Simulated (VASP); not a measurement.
Set up this calculation in VASP 6.6.1, as the native input.

| Property | Result |
| --- | --- |
| Task | single point |
| Functional | PBE |
| Potentials or basis | VASP PAW PBE potentials, release 64 (Cr_pv, Ga_d, Pd) |
| Cutoff | 520 eV |
| k mesh | 8 × 8 × 8 |
| Occupations | gaussian, width 0.1 eV |
| Spin | no spin polarisation |
| Dipole correction | no |
| Further INCAR settings | ALGO = Fast; EDIFF = 1e-06; NBANDS = 36 |

The structure of CrGaPd3 lies in POSCAR:

```
CrGaPd3
1.0
    4.5912053381      0.0000000000      0.0000000000
    0.0000000000      4.5912053381      0.0000000000
    0.0000000000      0.0000000000      4.5912053381
Cr Ga Pd
1 1 3
Direct
    0.5000000000      0.5000000000      0.5000000000
    0.0000000000      0.0000000000      0.0000000000
    0.0000000000      0.5000000000      0.5000000000
    0.5000000000      0.0000000000      0.5000000000
    0.5000000000      0.5000000000      0.0000000000
```

These files were run (other wordings do the same):

INCAR

```
PREC = Accurate
ENCUT = 520
EDIFF = 1E-6
ISMEAR = 0
SIGMA = 0.1
LREAL = F
LASPH = T
NELM = 100
ALGO = Fast
ISIF = 2
LWAVE = F
LCHARG = F
GGA = PE
NBANDS = 36
```

KPOINTS

```
regular mesh
0
Gamma
  8 8 8
```

Potentials or basis: VASP PAW PBE potentials, release 64 (Cr_pv, Ga_d, Pd).

Command:

```console
$ cat potpaw_PBE.64/Cr_pv/POTCAR potpaw_PBE.64/Ga_d/POTCAR potpaw_PBE.64/Pd/POTCAR > POTCAR
$ mpirun -np 1 vasp_std > vasp.out
```

Results of the run:

| Property | Result |
| --- | --- |
| Pressure | 0.0 GPa |
| Band gap on the k mesh | zero (an odd number of electrons rules out a gap without spin polarisation) |

Caveat: the run has no spin polarisation, though such a crystal can be magnetic.

Run time: 78 s on 1 thread of AMD EPYC 9R45 (Zen 5), with other jobs on the host, peak memory 0.25 GiB.
